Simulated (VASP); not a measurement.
# Ag (Fm-3m) in VASP: single point with PBEsol

Aim: the single point of Ag with PBEsol.

Everything below comes from runs of VASP 6.6.1. Logs are shortened: lines on timing, memory, paths and dates and some standing lists are left out, and cuts for length are marked.

## (1) The cell of the first run

Symmetry: Fm-3m, No. 225, cubic system. The conventional cell has a = 4.055 Å, b = 4.055 Å, c = 4.055 Å, α = 90.00°, β = 90.00°, γ = 90.00°. Ag (site symmetry m-3m) has 12 Ag at 2.87 Å within 3.8 Å.

## (2) Single point, PBEsol

File INCAR:

```
  PREC = Accurate
  ENCUT = 500
  EDIFF = 1E-6
  ISMEAR = 0
  SIGMA = 0.1
  LREAL = F
  LASPH = T
  NELM = 120
  ALGO = Normal
  ISIF = 2
  LWAVE = F
  LCHARG = T
  GGA = PS
  LELF = T
  LVHAR = T
  NBANDS = 12
  GGA_COMPAT = F
```

File KPOINTS:

```
Automatic mesh
0
Gamma
  6 6 6
```

File POSCAR:

```
Ag
1.0
    0.0000000000      2.0273484231      2.0273484231
    2.0273484231      0.0000000000      2.0273484231
    2.0273484231      2.0273484231      0.0000000000
Ag
1
Direct
    0.0000000000      0.0000000000      0.0000000000
```

Potentials or basis: VASP PAW PBE potentials, release 64 (Ag).

Started as:

```
cat potpaw_PBE.64/Ag/POTCAR > POTCAR
mpirun -np 1 vasp_std > vasp.out
```

OUTCAR:

```text
PREC = Accurate
   ENCUT = 500
   EDIFF = 1E-6
   ISMEAR = 0
   LREAL = F
   LASPH = T
   NELM = 120
   ISIF = 2
   GGA = PS

 ion  position               nearest neighbor table
   1  0.000  0.000  0.000-

  LATTYP: Found a face centered cubic cell.
 ALAT       =     4.0546968462

  Lattice vectors:

 A1 = (   0.0000000000,   2.0273484231,   2.0273484231)
 A2 = (   2.0273484231,   0.0000000000,   2.0273484231)
 A3 = (   2.0273484231,   2.0273484231,   0.0000000000)

Analysis of symmetry for initial positions (statically):
=====================================================================
 Subroutine PRICEL returns:
 Original cell was already a primitive cell.

 Routine SETGRP: Setting up the symmetry group for a
 face centered cubic supercell.

 Subroutine GETGRP returns: Found 48 space group operations
 (whereof 48 operations were pure point group operations)
 out of a pool of 48 trial point group operations.

The static configuration has the point symmetry O_h .

Analysis of symmetry for dynamics (positions and initial velocities):
=====================================================================
 Subroutine PRICEL returns:
 Original cell was already a primitive cell.

 Routine SETGRP: Setting up the symmetry group for a
 face centered cubic supercell.

 Subroutine GETGRP returns: Found 48 space group operations
 (whereof 48 operations were pure point group operations)
 out of a pool of 48 trial point group operations.

The dynamic configuration has the point symmetry O_h .

 Subroutine INISYM returns: Found 48 space group operations
 (whereof 48 operations are pure point group operations),
 and found     1 'primitive' translations

----------------------------------------------------------------------------------------

                                     Primitive cell

  volume of cell :      16.6654

  direct lattice vectors                    reciprocal lattice vectors
     0.000000000  2.027348423  2.027348423    -0.246627563  0.246627563  0.246627563
     2.027348423  0.000000000  2.027348423     0.246627563 -0.246627563  0.246627563
     2.027348423  2.027348423  0.000000000     0.246627563  0.246627563 -0.246627563

  length of vectors
     2.867103636  2.867103636  2.867103636     0.427171469  0.427171469  0.427171469

  position of ions in fractional coordinates (direct lattice)
     0.000000000  0.000000000  0.000000000

  ion indices of the primitive-cell ions
   primitive index   ion index
                 1           1

----------------------------------------------------------------------------------------

 KPOINTS: Automatic mesh

Automatic generation of k-mesh.
 Grid dimensions read from file:
 generate k-points for:    6    6    6

 Generating k-lattice:

  Cartesian coordinates                     Fractional coordinates (reciprocal lattice)
    -0.041104594  0.041104594  0.041104594     0.166666667  0.000000000  0.000000000
     0.041104594 -0.041104594  0.041104594     0.000000000  0.166666667  0.000000000
     0.041104594  0.041104594 -0.041104594     0.000000000  0.000000000  0.166666667

  Length of vectors
     0.071195245  0.071195245  0.071195245

  Shift w.r.t. Gamma in fractional coordinates (k-lattice)
     0.000000000  0.000000000  0.000000000

 Subroutine IBZKPT returns following result:
 ===========================================

 Found     16 irreducible k-points:

 Following reciprocal coordinates:
            Coordinates               Weight
  0.000000  0.000000  0.000000      1.000000
  0.166667  0.000000  0.000000      8.000000
  0.333333  0.000000  0.000000      8.000000
  0.500000  0.000000  0.000000      4.000000
  0.166667  0.166667  0.000000      6.000000
  0.333333  0.166667  0.000000     24.000000
[... 8 lines left out ...]
 -0.333333  0.333333  0.166667     24.000000
 -0.333333  0.500000  0.166667     12.000000
   k-points           NKPTS =     16   k-points in BZ     NKDIM =     16   number of bands    NBANDS=     12
   number of dos      NEDOS =    301   number of ions     NIONS =      1
   total plane-waves  NPLWV =  13824
   dimension x,y,z NGX =    24 NGY =   24 NGZ =   24
   dimension x,y,z NGXF=    48 NGYF=   48 NGZF=   48
   ions per type =               1
   NGX,Y,Z   is equivalent  to a cutoff of  13.92, 13.92, 13.92 a.u.
   NGXF,Y,Z  is equivalent  to a cutoff of  27.83, 27.83, 27.83 a.u.
 SYSTEM =  unknown system
   PREC   = accura    normal or accurate (medium, high low for compatibility)
   ISTART =      0    job   : 0-new  1-cont  2-samecut
   ICHARG =      2    charge: 1-file 2-atom 10-const
   ISPIN  =      1    spin polarized calculation?
   LNONCOLLINEAR =      F non collinear calculations
   LSORBIT =      F    spin-orbit coupling
   LASPH  =      T    aspherical Exc in radial PAW
   ENCUT  =  500.0 eV  36.75 Ry    6.06 a.u.   5.23  5.23  5.23*2*pi/ulx,y,z
   NELM   =    120;   NELMIN=  2; NELMDL= -5     # of ELM steps
   EDIFF  = 0.1E-05   stopping-criterion for ELM
   LREAL  =      F    real-space projection
   EDIFFG = 0.1E-04   stopping-criterion for IOM
   NSW    =      0    number of steps for IOM
   IBRION =     -1    ionic relax: 0-MD 1-quasi-New 2-CG
   NFREE  =      0    steps in history (QN), initial steepest desc. (CG)
   ISIF   =      2    stress and relaxation
   ISYM   =      2    0-nonsym 1-usesym 2-fastsym
   POTIM  = 0.5000    time-step for ionic-motion
   TEBEG  =    0.0;   TEEND  =   0.0 temperature during run
   PSTRESS=    0.0 pullay stress
   NELECT =      11.0000    total number of electrons
   NUPDOWN=      -1.0000    fix difference up-down
   EMIN   =  10.00;   EMAX   =-10.00  energy-range for DOS
   EFERMI =   0.00;   METHOD = LEGACY
   ISMEAR =     0;   SIGMA  =   0.10  broadening in eV -4-tet -1-fermi 0-gaus
   EFERMI_NEDOS =   21; number of points for ismear=-14 and -15
   IALGO  =     38    algorithm
   IMIX   =      4    mixing-type and parameters
     AMIX     =   0.40;   BMIX     =  1.00
     AMIX_MAG =   1.60;   BMIX_MAG =  1.00
  volume/ion in A,a.u.               =      16.67       112.46
  Fermi-wavevector in a.u.,A,eV,Ry     =   1.425391  2.693598 27.643493  2.031739
  Thomas-Fermi vector in A             =   2.545780
   LORBIT       =      0    0 simple, 1 ext, 2 COOP (PROOUT), +10 PAW based schemes
   GGA     = PS    functional components
   LHFCALC =     F    Hartree Fock is set to
   AEXX    =    0.0000 exact exchange contribution
   IVDW    =     0    specifies the selected vdW correction
   LEPSILON=     F    determine dielectric tensor
   LRPA    =     F    only Hartree local field effects (RPA)
 non-spin polarized calculation
 Gauss-broadening in eV      SIGMA  =   0.10
  energy-cutoff  :      500.00
  volume of cell :       16.67
 maximum number of plane-waves:       444
 NGX is ok and might be reduce to    24
   NGX = 11   NGY = 11   NGZ = 11

 number of electron      11.0000001 magnetization

 Free energy of the ion-electron system (eV)
  ---------------------------------------------------
  ext. energy  EPLUGINS =         0.00000000
  ---------------------------------------------------
  free energy    TOTEN  =        -3.23939178 eV

  energy without entropy =       -3.23343327  energy(sigma->0) =       -3.23641253

 E-fermi :   8.3826     XC(G=0): -12.5491

 val. band max:        8.3600591638   @ k =   0.5000   0.3333   0.1667
 cond. band min:       9.1217657569   @ k =   0.5000   0.1667   0.0000
 fundamental gap:      0.7617065931
 Fermi energy:         8.3825904334

 k-point     1 :       0.0000    0.0000    0.0000
  band No.  band energies     occupation
      1       0.5518      2.00000
      2       3.6993      2.00000
      3       3.6993      2.00000
      4       3.6993      2.00000
      5       4.7898      2.00000
      6       4.7898      2.00000
      7      24.5853      0.00000
      8      28.2945      0.00000
      9      28.2945      0.00000
     10      28.2945      0.00000
     11      33.1720      0.00000
     12      34.4504      0.00000

 k-point     2 :       0.1667    0.0000    0.0000
  band No.  band energies     occupation
      1       1.3646      2.00000
      2       3.5836      2.00000
      3       3.8827      2.00000
      4       3.8827      2.00000
      5       4.7598      2.00000
      6       4.7598      2.00000
      7      22.9876      0.00000
      8      25.5222      0.00000
      9      28.5836      0.00000
     10      28.5836      0.00000
     11      31.7014      0.00000
     12      33.1408      0.00000

 k-point     3 :       0.3333    0.0000    0.0000
  band No.  band energies     occupation
      1       2.1281      2.00000
      2       3.8166      2.00000
      3       3.8166      2.00000
      4       5.1202      2.00000
      5       5.2268      2.00000
      6       5.2268      2.00000
      7      16.6376      0.00000
      8      24.5725      0.00000
      9      27.7165      0.00000
     10      27.7165      0.00000
     11      31.6658      0.00000
     12      31.6658      0.00000
[... 166 lines left out ...]
 k-point    15 :      -0.3333    0.3333    0.1667
  band No.  band energies     occupation
      1       2.9913      2.00000
      2       3.0443      2.00000
      3       3.7231      2.00000
      4       4.6533      2.00000
      5       5.5788      2.00000
      6      12.2417      0.00000
      7      13.0165      0.00000
      8      18.8762      0.00000
      9      19.4976      0.00000
     10      28.6041      0.00000
     11      31.8079      0.00000
     12      36.7494      0.00000

 k-point    16 :      -0.3333    0.5000    0.1667
  band No.  band energies     occupation
      1       2.5123      2.00000
      2       2.7013      2.00000
      3       4.3204      2.00000
      4       5.0434      2.00000
      5       5.8390      2.00000
      6      12.5325      0.00000
      7      15.5612      0.00000
      8      16.6389      0.00000
      9      17.3657      0.00000
     10      28.8827      0.00000
     11      30.7407      0.00000
     12      34.5235      0.00000

------------------------ aborting loop because EDIFF is reached ----------------------------------------

  FORCE on cell =-STRESS in cart. coord.  units (eV):
  Direction    XX          YY          ZZ          XY          YZ          ZX
  --------------------------------------------------------------------------------------
  -------------------------------------------------------------------------------------
  Total        0.0621570      0.0621570      0.0621570      0.0000000      0.0000000      0.0000000
  in kB        5.9756515      5.9756515      5.9756515      0.0000000      0.0000000      0.0000000
  external PRESSURE =       5.9756515 kB  Pullay stress =       0.0000000 kB

 VOLUME and BASIS-vectors are now :
 -----------------------------------------------------------------------------
  energy-cutoff  :      500.00
  volume of cell :       16.67
      direct lattice vectors                 reciprocal lattice vectors
     0.000000000  2.027348423  2.027348423    -0.246627563  0.246627563  0.246627563
     2.027348423  0.000000000  2.027348423     0.246627563 -0.246627563  0.246627563
     2.027348423  2.027348423  0.000000000     0.246627563  0.246627563 -0.246627563

 POSITION                                       TOTAL-FORCE (eV/Angst)
 -----------------------------------------------------------------------------------
      0.00000      0.00000      0.00000        -0.000000      0.000000      0.000000
 -----------------------------------------------------------------------------------
    total drift:                               -0.000000      0.000000      0.000000

  FREE ENERGIE OF THE ION-ELECTRON SYSTEM (eV)
  ---------------------------------------------------
  free  energy   TOTEN  =        -3.2393917788 eV

  energy  without entropy=       -3.2334332742  energy(sigma->0) =       -3.23641253
```

Wall time 7.5 s (1 thread of Intel Xeon 8259CL, shared host); peak memory 0.13 GiB.

What came out:

| Item | Value |
| --- | --- |
| Free energy | -3.2394 eV |
| Pressure | 0.6 GPa |

Levels at points of the mesh, in eV from the Fermi level:
| k point | band 3 | band 4 | band 5 | band 6 | band 7 | band 8 | band 9 | band 10 |
| --- | --- | --- | --- | --- | --- | --- | --- | --- |
| (0.00, 0.00, 0.00) | -4.68 | -4.68 | -3.59 | -3.59 | 16.20 | 19.91 | 19.91 | 19.91 |
| (0.50, 0.00, 0.00) | -4.71 | -2.76 | -2.76 | -0.35 | 3.88 | 15.44 | 18.22 | 18.22 |
| (0.50, 0.50, 0.00) | -2.79 | -2.54 | -2.54 | 1.69 | 7.07 | 10.89 | 10.89 | 17.61 |

Caveat: the k points lie up to 0.45 Å⁻¹ apart; the PAW data sets were made with another functional, which shifts forces and pressure a little.
